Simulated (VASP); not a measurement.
# GaAs (F-43m) in VASP: notebook

The runs below take GaAs through single point, with r2SCAN.

Everything below comes from runs of VASP 6.6.1. Logs are shortened: lines on timing, memory, paths and dates and some standing lists are left out, and cuts for length are marked.

## (1) The cell of the first run

Symmetry: F-43m, No. 216, cubic system. The conventional cell has a = 5.394 Å, b = 5.394 Å, c = 5.394 Å, α = 90.00°, β = 90.00°, γ = 90.00°. Within 3.1 Å of Ga (site symmetry -43m) lie 4 As at 2.34 Å. Within 3.1 Å of As (site symmetry -43m) lie 4 Ga at 2.34 Å.

## (2) Single point, r2SCAN

POSCAR reads:

```
GaAs
1.0
    2.6969543441      2.6969543441      0.0000000000
   -2.6969543441      2.6969543441      0.0000000000
    0.0000000000      2.6969543441      2.6969543441
Ga As
1 1
Direct
    0.0000000000      0.0000000000      0.0000000000
    0.7500000000      0.2500000000      0.5000000000
```

INCAR.step1 reads:

```
ALGO = Normal
EDIFF = 1E-4
ENCUT = 520
GGA = PE
ISMEAR = 0
LASPH = True
LCHARG = False
LREAL = False
LWAVE = True
NBANDS = 16
NELM = 80
PREC = Accurate
SIGMA = 0.01
```

INCAR.step2 reads:

```
ALGO = Normal
EDIFF = 1E-6
ENCUT = 520
ISIF = 2
ISMEAR = 0
ISTART = 1
LASPH = True
LCHARG = False
LMIXTAU = True
LREAL = False
LWAVE = False
METAGGA = R2SCAN
NBANDS = 16
NELM = 80
PREC = Accurate
SIGMA = 0.01
```

KPOINTS reads:

```
k-points
0
Gamma
  8 8 8
```

Potentials or basis: VASP PAW PBE potentials, release 64 (Ga_d, As).

The run is started by

```
> cat potpaw_PBE.64/Ga_d/POTCAR potpaw_PBE.64/As/POTCAR > POTCAR
> cp INCAR.step1 INCAR
> mpirun -np 1 vasp_std > vasp.out
> cp INCAR.step2 INCAR
> mpirun -np 1 vasp_std > vasp.out
```

OUTCAR:

```text
EDIFF = 1E-6
   ENCUT = 520
   ISIF = 2
   ISMEAR = 0
   ISTART = 1
   LASPH = True
   LREAL = False
   METAGGA = R2SCAN
   NELM = 80
   PREC = Accurate

 ion  position               nearest neighbor table
   1  0.000  0.000  0.000-   2 2.34   2 2.34   2 2.34   2 2.34
   2  0.750  0.250  0.500-   1 2.34   1 2.34   1 2.34   1 2.34

  LATTYP: Found a face centered cubic cell.
 ALAT       =     5.3939086882

  Lattice vectors:

 A1 = (   0.0000000000,   2.6969543441,   2.6969543441)
 A2 = (   2.6969543441,   0.0000000000,   2.6969543441)
 A3 = (   2.6969543441,   2.6969543441,   0.0000000000)

Analysis of symmetry for initial positions (statically):
=====================================================================
 Subroutine PRICEL returns:
 Original cell was already a primitive cell.

 Routine SETGRP: Setting up the symmetry group for a
 face centered cubic supercell.

 Subroutine GETGRP returns: Found 24 space group operations
 (whereof 24 operations were pure point group operations)
 out of a pool of 48 trial point group operations.

The static configuration has the point symmetry T_d .

Analysis of symmetry for dynamics (positions and initial velocities):
=====================================================================
 Subroutine PRICEL returns:
 Original cell was already a primitive cell.

 Routine SETGRP: Setting up the symmetry group for a
 face centered cubic supercell.

 Subroutine GETGRP returns: Found 24 space group operations
 (whereof 24 operations were pure point group operations)
 out of a pool of 48 trial point group operations.

The dynamic configuration has the point symmetry T_d .

 Subroutine INISYM returns: Found 24 space group operations
 (whereof 24 operations are pure point group operations),
 and found     1 'primitive' translations

----------------------------------------------------------------------------------------

                                     Primitive cell

  volume of cell :      39.2329

  direct lattice vectors                    reciprocal lattice vectors
     2.696954344  2.696954344  0.000000000     0.185394314  0.185394314 -0.185394314
    -2.696954344  2.696954344  0.000000000    -0.185394314  0.185394314 -0.185394314
     0.000000000  2.696954344  2.696954344     0.000000000  0.000000000  0.370788628

  length of vectors
     3.814069411  3.814069411  3.814069411     0.321112371  0.321112371  0.370788628

  position of ions in fractional coordinates (direct lattice)
     0.000000000  0.000000000  0.000000000
     0.750000000  0.250000000  0.500000000

  ion indices of the primitive-cell ions
   primitive index   ion index
                 1           1
                 2           2

----------------------------------------------------------------------------------------

 KPOINTS: k-points

Automatic generation of k-mesh.
 Grid dimensions read from file:
 generate k-points for:    8    8    8

 Generating k-lattice:

  Cartesian coordinates                     Fractional coordinates (reciprocal lattice)
     0.023174289  0.023174289 -0.023174289     0.125000000  0.000000000  0.000000000
    -0.023174289  0.023174289 -0.023174289     0.000000000  0.125000000  0.000000000
     0.000000000  0.000000000  0.046348578     0.000000000  0.000000000  0.125000000

  Length of vectors
     0.040139046  0.040139046  0.046348578

  Shift w.r.t. Gamma in fractional coordinates (k-lattice)
     0.000000000  0.000000000  0.000000000

 Subroutine IBZKPT returns following result:
 ===========================================

 Found     29 irreducible k-points:

 Following reciprocal coordinates:
            Coordinates               Weight
  0.000000  0.000000  0.000000      1.000000
  0.125000  0.000000  0.000000      8.000000
  0.250000  0.000000  0.000000      8.000000
  0.375000  0.000000  0.000000      8.000000
  0.500000  0.000000  0.000000      4.000000
  0.125000  0.125000  0.000000     12.000000
[... 16 lines left out ...]
  0.375000  0.250000  0.125000     48.000000
  0.500000  0.250000  0.125000     24.000000
 [... further k-points ...]
   k-points           NKPTS =     29   k-points in BZ     NKDIM =     29   number of bands    NBANDS=     16
   number of dos      NEDOS =    301   number of ions     NIONS =      2
   total plane-waves  NPLWV =  21952
   dimension x,y,z NGX =    28 NGY =   28 NGZ =   28
   dimension x,y,z NGXF=    56 NGYF=   56 NGZF=   56
   ions per type =               1   1
   NGX,Y,Z   is equivalent  to a cutoff of  12.20, 12.20, 12.20 a.u.
   NGXF,Y,Z  is equivalent  to a cutoff of  24.41, 24.41, 24.41 a.u.
 SYSTEM =  unknown system
   PREC   = accura    normal or accurate (medium, high low for compatibility)
   ISTART =      1    job   : 0-new  1-cont  2-samecut
   ICHARG =      0    charge: 1-file 2-atom 10-const
   ISPIN  =      1    spin polarized calculation?
   LNONCOLLINEAR =      F non collinear calculations
   LSORBIT =      F    spin-orbit coupling
   LASPH  =      T    aspherical Exc in radial PAW
   ENCUT  =  520.0 eV  38.22 Ry    6.18 a.u.   7.09  7.09  7.09*2*pi/ulx,y,z
   NELM   =     80;   NELMIN=  2; NELMDL=  0     # of ELM steps
   EDIFF  = 0.1E-05   stopping-criterion for ELM
   LREAL  =      F    real-space projection
   EDIFFG = 0.1E-04   stopping-criterion for IOM
   NSW    =      0    number of steps for IOM
   IBRION =     -1    ionic relax: 0-MD 1-quasi-New 2-CG
   NFREE  =      0    steps in history (QN), initial steepest desc. (CG)
   ISIF   =      2    stress and relaxation
   ISYM   =      2    0-nonsym 1-usesym 2-fastsym
   POTIM  = 0.5000    time-step for ionic-motion
   TEBEG  =    0.0;   TEEND  =   0.0 temperature during run
   PSTRESS=    0.0 pullay stress
   NELECT =      18.0000    total number of electrons
   NUPDOWN=      -1.0000    fix difference up-down
   EMIN   =  10.00;   EMAX   =-10.00  energy-range for DOS
   EFERMI =   0.00;   METHOD = LEGACY
   ISMEAR =     0;   SIGMA  =   0.01  broadening in eV -4-tet -1-fermi 0-gaus
   EFERMI_NEDOS =   21; number of points for ismear=-14 and -15
   IALGO  =     38    algorithm
   IMIX   =      4    mixing-type and parameters
     AMIX     =   0.40;   BMIX     =  1.00
     AMIX_MAG =   1.60;   BMIX_MAG =  1.00
  volume/ion in A,a.u.               =      19.62       132.38
  Fermi-wavevector in a.u.,A,eV,Ry     =   1.262647  2.386058 21.691474  1.594278
  Thomas-Fermi vector in A             =   2.396045
   LORBIT       =      0    0 simple, 1 ext, 2 COOP (PROOUT), +10 PAW based schemes
   METAGGA = R2SCAN    functional components
   LHFCALC =     F    Hartree Fock is set to
   AEXX    =    0.0000 exact exchange contribution
   IVDW    =     0    specifies the selected vdW correction
   LEPSILON=     F    determine dielectric tensor
   LRPA    =     F    only Hartree local field effects (RPA)
 non-spin polarized calculation
 Gauss-broadening in eV      SIGMA  =   0.01
  energy-cutoff  :      520.00
  volume of cell :       39.23
 maximum number of plane-waves:      1067
   NGX = 15   NGY = 15   NGZ = 15

 number of electron      17.9999999 magnetization

 Free energy of the ion-electron system (eV)
  ---------------------------------------------------
  ext. energy  EPLUGINS =         0.00000000
  ---------------------------------------------------
  free energy    TOTEN  =       -26.79245887 eV

  energy without entropy =      -26.79245887  energy(sigma->0) =      -26.79245887

 E-fermi :   5.2075     XC(G=0): -10.9522

 val. band max:        5.1280259688   @ k =   0.0000   0.0000   0.0000
 cond. band min:       6.5879599540   @ k =   0.5000   0.5000   0.0000
 fundamental gap:      1.4599339852
 Fermi energy:         5.2074578600

 k-point     1 :       0.0000    0.0000    0.0000
  band No.  band energies     occupation
      1     -10.4325      2.00000
      2     -10.4325      2.00000
      3     -10.4325      2.00000
      4     -10.2971      2.00000
      5     -10.2970      2.00000
      6      -9.2365      2.00000
[... 8 lines left out ...]
     15      16.0960      0.00000
     16      16.0960      0.00000

 k-point     2 :       0.1250    0.0000    0.0000
  band No.  band energies     occupation
      1     -10.4666      2.00000
      2     -10.4264      2.00000
      3     -10.4264      2.00000
      4     -10.2974      2.00000
      5     -10.2974      2.00000
      6      -8.9941      2.00000
[... 8 lines left out ...]
     15      15.1127      0.00000
     16      15.1127      0.00000

 k-point     3 :       0.2500    0.0000    0.0000
  band No.  band energies     occupation
      1     -10.5276      2.00000
      2     -10.4132      2.00000
      3     -10.4132      2.00000
      4     -10.2968      2.00000
      5     -10.2968      2.00000
      6      -8.3325      2.00000
[... 8 lines left out ...]
     15      14.8830      0.00000
     16      15.0537      0.00000

 k-point     4 :       0.3750    0.0000    0.0000
  band No.  band energies     occupation
      1     -10.5734      2.00000
      2     -10.4027      2.00000
      3     -10.4027      2.00000
      4     -10.2933      2.00000
      5     -10.2933      2.00000
      6      -7.4298      2.00000
[... 8 lines left out ...]
     15      16.3452      0.00000
     16      16.3452      0.00000
[... 324 lines left out ...]
 k-point    22 :       0.2500    0.2500    0.1250
  band No.  band energies     occupation
      1     -10.5625      2.00000
      2     -10.3974      2.00000
      3     -10.3927      2.00000
      4     -10.3124      2.00000
      5     -10.2887      2.00000
      6      -7.7845      2.00000
[... 8 lines left out ...]
     15      17.4008      0.00000
     16      18.1797      0.00000

 k-point    23 :       0.3750    0.2500    0.1250
  band No.  band energies     occupation
      1     -10.5888      2.00000
      2     -10.3906      2.00000
      3     -10.3815      2.00000
      4     -10.3101      2.00000
      5     -10.2895      2.00000
      6      -6.9425      2.00000
[... 8 lines left out ...]
     15      17.3715      0.00000
     16      18.8517      0.00000

 k-point    24 :       0.5000    0.2500    0.1250
  band No.  band energies     occupation
      1     -10.5984      2.00000
      2     -10.3892      2.00000
      3     -10.3773      2.00000
      4     -10.3057      2.00000
      5     -10.2918      2.00000
      6      -6.4379      2.00000
[... 8 lines left out ...]
     15      17.9147      0.00000
     16      18.9214      0.00000

 [... further k-points ...]
[... 5 lines left out ...]
  --------------------------------------------------------------------------------------
  -------------------------------------------------------------------------------------
  Total        3.7167649      3.7167649      3.7167649     -0.0000000     -0.0000000     -0.0000000
  in kB      151.7836164    151.7836164    151.7836164     -0.0000000     -0.0000000     -0.0000000
  external PRESSURE =     151.7836164 kB  Pullay stress =       0.0000000 kB

 VOLUME and BASIS-vectors are now :
 -----------------------------------------------------------------------------
  energy-cutoff  :      520.00
  volume of cell :       39.23
      direct lattice vectors                 reciprocal lattice vectors
     2.696954344  2.696954344  0.000000000     0.185394314  0.185394314 -0.185394314
    -2.696954344  2.696954344  0.000000000    -0.185394314  0.185394314 -0.185394314
     0.000000000  2.696954344  2.696954344     0.000000000  0.000000000  0.370788628

 POSITION                                       TOTAL-FORCE (eV/Angst)
 -----------------------------------------------------------------------------------
      0.00000      0.00000      0.00000         0.000000     -0.000000      0.000000
      1.34848      4.04543      1.34848        -0.000000      0.000000      0.000000
 -----------------------------------------------------------------------------------
    total drift:                               -0.000025      0.000000     -0.000000

  FREE ENERGIE OF THE ION-ELECTRON SYSTEM (eV)
  ---------------------------------------------------
  free  energy   TOTEN  =       -26.7924588692 eV

  energy  without entropy=      -26.7924588692  energy(sigma->0) =      -26.79245887
```

It took 31 s on 1 thread of Intel Xeon 6975P-C (Granite Rapids), shared host; peak memory 0.17 GiB.

Results:

| Quantity | Value |
| --- | --- |
| Free energy | -26.7925 eV |
| Pressure | 15.2 GPa |
| Band gap on the k mesh | 1.46 eV, indirect (least direct gap 2.18 eV) |

Levels at points of the mesh, in eV from the valence-band top:
```
           k point  band 6  band 7  band 8  band 9  band 10  band 11  band 12  band 13
(0.00, 0.00, 0.00)  -14.36    0.00    0.00    0.00     2.18     4.04     4.04     4.04
(0.50, 0.00, 0.00)  -12.01   -7.71   -1.43   -1.43     1.81     4.99     4.99     8.42
(0.50, 0.50, 0.00)  -11.04   -7.75   -3.34   -3.34     1.46     1.83    12.07    12.07
```

Caveat: the PAW data sets were made with another functional, which shifts forces and pressure a little.

## (3) Single point, r2SCAN

This run uses another cell than the first one, of 20.42 Å³/atom, 1.041 times its volume.

POSCAR reads:

```
GaAs
1.0
    2.7332777921      2.7332777921      0.0000000000
   -2.7332777921      2.7332777921      0.0000000000
    0.0000000000      2.7332777921      2.7332777921
Ga As
1 1
Direct
    0.0000000000      0.0000000000      0.0000000000
    0.7500000000      0.2500000000      0.5000000000
```

INCAR.step1 reads:

```
PREC = Accurate
ENCUT = 520
ISMEAR = 0
SIGMA = 0.01
LREAL = F
LASPH = T
NELM = 60
NBANDS = 16
GGA = PE
ALGO = Normal
EDIFF = 1E-4
LWAVE = T
LCHARG = F
```

INCAR.step2 reads:

```
PREC = Accurate
ENCUT = 520
EDIFF = 1E-7
ISMEAR = 0
SIGMA = 0.01
LREAL = F
LASPH = T
NELM = 60
ALGO = Normal
ISIF = 2
LWAVE = F
LCHARG = F
METAGGA = R2SCAN
LMIXTAU = T
NBANDS = 16
ISTART = 1
```

KPOINTS reads:

```
Automatic mesh
0
Gamma
  8 8 8
```

Potentials or basis: VASP PAW PBE potentials, release 64 (Ga_d, As).

The run is started by

```
> cat potpaw_PBE.64/Ga_d/POTCAR potpaw_PBE.64/As/POTCAR > POTCAR
> cp INCAR.step1 INCAR
> mpirun -np 1 vasp_std > vasp.out
> cp INCAR.step2 INCAR
> mpirun -np 1 vasp_std > vasp.out
```

Wall time 46 s (1 thread of Intel Xeon 6975P-C (Granite Rapids), shared host); peak memory 0.17 GiB.

It converged, with:

| Property | Result |
| --- | --- |
| Free energy | -26.9187 eV |
| Pressure | 10.1 GPa |
| Band gap on the k mesh | 1.55 eV, indirect (least direct gap 1.83 eV) |

Levels at points of the mesh, in eV from the valence-band top:
| k point | band 7 | band 8 | band 9 | band 10 | band 11 | band 12 |
| --- | --- | --- | --- | --- | --- | --- |
| (0.00, 0.00, 0.00) | 0.00 | 0.00 | 0.00 | 1.83 | 4.05 | 4.05 |
| (0.50, 0.00, 0.00) | -7.44 | -1.35 | -1.35 | 1.68 | 5.00 | 5.00 |
| (0.50, 0.50, 0.00) | -7.52 | -3.17 | -3.17 | 1.55 | 1.88 | 11.72 |

Caveat: the PAW data sets were made with another functional, which shifts forces and pressure a little. A k mesh can miss the band edges.

## (4) Single point, r2SCAN

This run uses another cell than the first one, of 20.42 Å³/atom, 1.041 times its volume.

POSCAR is that of step 3.

INCAR.step1 reads:

```
SYSTEM = GaAs
PREC = Accurate
ENCUT = 520
ISMEAR = 0
SIGMA = 0.01
LREAL = .False.
LASPH = .True.
NELM = 60
NBANDS = 16
GGA = PE
ALGO = Normal
EDIFF = 1E-4
LWAVE = .True.
LCHARG = .False.
```

INCAR.step2 reads:

```
SYSTEM = GaAs
PREC = Accurate
ENCUT = 520
EDIFF = 1E-6
ISMEAR = 0
SIGMA = 0.01
LREAL = .False.
LASPH = .True.
NELM = 60
ALGO = Normal
ISIF = 2
LWAVE = .False.
LCHARG = .True.
METAGGA = R2SCAN
LMIXTAU = .True.
LELF = .True.
LVHAR = .True.
NBANDS = 16
ISTART = 1
```

KPOINTS reads:

```
regular mesh
0
Gamma
  8 8 8
  0 0 0
```

The run is started by

```
> cat potpaw_PBE.64/Ga_d/POTCAR potpaw_PBE.64/As/POTCAR > POTCAR
> cp INCAR.step1 INCAR
> mpirun -np 1 vasp_std > vasp.out
> cp INCAR.step2 INCAR
> mpirun -np 1 vasp_std > vasp.out
```

Run time: 40 s. Hardware: 1 thread of Intel Xeon 6975P-C (Granite Rapids), shared host; peak memory 0.17 GiB.

The run converged. Its results:

```
Free energy            : -26.9187 eV
Pressure               : 10.1 GPa
Band gap on the k mesh : 1.55 eV, indirect (least direct gap 1.83 eV)
```

Levels at points of the mesh, in eV from the valence-band top:
| k point | band 5 | band 6 | band 7 | band 8 | band 9 | band 10 | band 11 | band 12 | band 13 | band 14 |
| --- | --- | --- | --- | --- | --- | --- | --- | --- | --- | --- |
| (0.00, 0.00, 0.00) | -15.33 | -14.01 | 0.00 | 0.00 | 0.00 | 1.83 | 4.05 | 4.05 | 4.05 | 8.62 |
| (0.50, 0.00, 0.00) | -15.32 | -11.81 | -7.44 | -1.35 | -1.35 | 1.68 | 5.00 | 5.00 | 8.40 | 11.97 |
| (0.50, 0.50, 0.00) | -15.31 | -10.90 | -7.52 | -3.17 | -3.17 | 1.55 | 1.88 | 11.72 | 11.72 | 12.79 |

Caveat: the PAW data sets were made with another functional, which shifts forces and pressure a little.
